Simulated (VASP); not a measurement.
Wanted: the native input for a VASP 6.6.1 run.

```
Task                    : density of states
Functional              : PBE
Potentials or basis     : VASP PAW PBE potentials, release 64 (Rb_sv, Cl)
Cutoff                  : 400 eV
k mesh                  : 7 × 7 × 7
Occupations             : fermi-dirac, width 0.02 eV
Spin                    : no spin polarisation
Dipole correction       : no
k mesh for the DOS      : 11 × 11 × 11
Occupations for the DOS : tetrahedron
Further INCAR settings  : ALGO = Normal; EDIFF = 1e-06
```

Crystal: RbCl.

```
CELL_PARAMETERS angstrom
0.00000 3.27400 3.27400
3.27400 0.00000 3.27400
3.27400 3.27400 0.00000
ATOMIC_POSITIONS crystal
Rb 0.00000 0.00000 0.00000
Cl 0.50000 0.50000 0.50000
```

These files were run (other wordings do the same):

POSCAR

```
RbCl
1.0
    0.0000000000      3.2740000000      3.2740000000
    3.2740000000      0.0000000000      3.2740000000
    3.2740000000      3.2740000000      0.0000000000
Rb Cl
1 1
Direct
    0.0000000000      0.0000000000      0.0000000000
    0.5000000000      0.5000000000      0.5000000000
```

INCAR.step1

```
SYSTEM = RbCl
PREC     = Accurate       ! precision mode
ENCUT    = 400            ! plane-wave cutoff, eV
EDIFF    = 1E-6           ! SCF threshold, eV
ISMEAR   = -1             ! smearing method
SIGMA    = 0.02           ! smearing width, eV
LREAL    = .FALSE.        ! projectors in reciprocal space
LASPH    = .TRUE.         ! aspherical terms in the spheres
NELM     = 120            ! most SCF steps
ALGO     = Normal         ! electronic algorithm
ISIF     = 2              ! what is computed and relaxed
LWAVE    = .FALSE.        ! write WAVECAR
LCHARG   = .TRUE.         ! write CHGCAR
GGA      = PE             ! functional
NBANDS   = 15             ! bands
GGA_COMPAT= .FALSE.      
NEDOS    = 2001           ! points of the DOS
LORBIT   = 11             ! projections on sites
```

KPOINTS.step1

```
Automatic mesh
0
G
  7 7 7
  0 0 0
```

INCAR.step2

```
SYSTEM = RbCl
PREC     = Accurate       ! precision mode
ENCUT    = 400            ! plane-wave cutoff, eV
EDIFF    = 1E-6           ! SCF threshold, eV
ISMEAR   = -5             ! smearing method
SIGMA    = 0.02           ! smearing width, eV
LREAL    = .FALSE.        ! projectors in reciprocal space
LASPH    = .TRUE.         ! aspherical terms in the spheres
NELM     = 120            ! most SCF steps
ALGO     = Normal         ! electronic algorithm
ISIF     = 2              ! what is computed and relaxed
LWAVE    = .FALSE.        ! write WAVECAR
LCHARG   = .FALSE.        ! write CHGCAR
GGA      = PE             ! functional
LORBIT   = 10             ! projections on sites
NEDOS    = 1001           ! points of the DOS
ICHARG   = 11             ! starting density
GGA_COMPAT= .FALSE.
```

KPOINTS.step2

```
Automatic mesh
0
G
  11 11 11
  0 0 0
```

Potentials or basis: VASP PAW PBE potentials, release 64 (Rb_sv, Cl).

The run is started by

```sh
$ cat potpaw_PBE.64/Rb_sv/POTCAR potpaw_PBE.64/Cl/POTCAR > POTCAR
$ cp INCAR.step1 INCAR
$ cp KPOINTS.step1 KPOINTS
$ mpirun -np 1 vasp_std > vasp.out
$ cp INCAR.step2 INCAR
$ cp KPOINTS.step2 KPOINTS
$ mpirun -np 1 vasp_std > vasp.out
```

It gave:

The valence electrons inside the program's atomic spheres are Rb 7.32; Cl 5.15.

It took 56 s on 1 thread of Intel Xeon 8259CL (shared host), peak memory 0.17 GiB.
